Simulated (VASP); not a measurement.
# BaO: single point with PBE

Crystal: BaO.

```
CELL_PARAMETERS angstrom
0.00000 2.80394 2.80394
2.80394 0.00000 2.80394
2.80394 2.80394 0.00000
ATOMIC_POSITIONS crystal
Ba 0.00000 0.00000 0.00000
O 0.50000 0.50000 0.50000
```

```
Program                : VASP 6.6.1
Task                   : single point
Functional             : PBE
Potentials or basis    : VASP PAW PBE potentials, release 64 (Ba_sv, O)
Cutoff                 : 600 eV
k mesh                 : 8 × 8 × 8
Occupations            : fermi-dirac, width 0.02 eV
Spin                   : no spin polarisation
Dipole correction      : no
Further INCAR settings : ALGO = Normal; EDIFF = 1e-06; NBANDS = 15
```

```json
{
  "Pressure": "0.2 GPa",
  "Band gap on the k mesh": "2.09 eV"
}
```

Levels at points of the mesh, in eV from the valence-band top:
| k point | band 5 | band 6 | band 7 | band 8 | band 9 | band 10 | band 11 | band 12 |
| --- | --- | --- | --- | --- | --- | --- | --- | --- |
| (0.00, 0.00, 0.00) | -10.50 | -0.25 | -0.25 | -0.25 | 3.39 | 4.70 | 4.70 | 4.70 |
| (0.50, 0.00, 0.00) | -10.61 | -1.85 | -1.31 | -1.31 | 4.89 | 7.05 | 7.05 | 7.98 |
| (0.50, 0.50, 0.00) | -11.02 | -0.10 | -0.10 | 0.00 | 2.09 | 5.83 | 8.72 | 9.16 |

Wall time 8.4 s on 1 thread of Intel(R) Xeon(R) 6975P-C (Granite Rapids) (shared host), peak memory 0.18 GiB.

Caveat: spin-orbit coupling is left out, which moves the levels of the heavy elements. A k mesh can miss the band edges.
